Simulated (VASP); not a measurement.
The system is Li.

```
Li
1.0
     0.00000    2.21000    2.21000
     2.21000    0.00000    2.21000
     2.21000    2.21000    0.00000
Li
1
Direct
  0.00000 0.00000 0.00000
```

This isn't the form of Li at room conditions, which is bcc.

| Property | Result |
| --- | --- |
| Program | VASP 6.6.1 |
| Task | relaxation of volume and atoms at fixed shape |
| Functional | PBEsol |
| Potentials or basis | VASP PAW PBE potentials, release 64 (Li_sv) |
| Cutoff | 750 eV |
| k mesh | 7 × 7 × 7 |
| Occupations | fermi-dirac, width 0.05 eV |
| Spin | no spin polarisation |

At the start: pressure -0.9 GPa; volume 21.59 Å³/atom.

Where does the relaxation end?

Over 3 steps the energy falls by 4.7 meV/atom and the volume is 20.24 Å³/atom (-6.2 %); space group Fm-3m (No. 225, to 0.1 Å) before and after.

Step by step:
```tsv
step	energy change (eV)	largest force (eV/Å)	pressure (GPa)	volume (Å³)
1	0.0000	0.0000	-0.94	21.59
2	-0.0021	0.0000	-0.73	21.19
3	-0.0047	0.0000	-0.13	20.24
```

Final structure:
```
Li
1.0
     0.00000    2.16309    2.16309
     2.16309    0.00000    2.16309
     2.16309    2.16309    0.00000
Li
1
Direct
  0.00000 0.00000 0.00000
```

Caveat: the PAW data sets were made with another functional, which shifts forces and pressure a little.
